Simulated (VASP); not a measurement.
The system is ZnCu.

```
CELL_PARAMETERS angstrom
2.94500 0.00000 0.00000
0.00000 2.94500 0.00000
0.00000 0.00000 2.94500
ATOMIC_POSITIONS crystal
Zn 0.50000 0.50000 0.50000
Cu 0.00000 0.00000 0.00000
```

- Program: VASP 6.6.1
- Task: relaxation of cell and atoms
- Functional: PBEsol
- Potentials or basis: VASP PAW PBE potentials, release 64 (Zn, Cu)
- Cutoff: 600 eV
- k mesh: 9 × 9 × 9
- Occupations: fermi-dirac, width 0.05 eV
- Spin: no spin polarisation

At the start: pressure -3.9 GPa; volume 12.77 Å³/atom.

Q: How do energy, volume and symmetry change on relaxing?

A: Over 3 steps the energy falls by 4.7 meV/atom and the volume is 12.39 Å³/atom (-3.0 %); space group Pm-3m (No. 221, to 0.1 Å) before and after.

Step by step:
```csv
step,energy change (eV),largest force (eV/Å),pressure (GPa),volume (Å³)
1,0.0000,0.0000,-3.86,25.54
2,-0.0074,0.0000,1.99,24.42
3,-0.0095,0.0000,0.02,24.77
```

Final structure:
```
CELL_PARAMETERS angstrom
2.91514 0.00000 0.00000
0.00000 2.91514 0.00000
0.00000 0.00000 2.91514
ATOMIC_POSITIONS crystal
Zn 0.50000 0.50000 0.50000
Cu 0.00000 0.00000 0.00000
```

Caveat: the PAW data sets were made with another functional, which shifts forces and pressure a little.
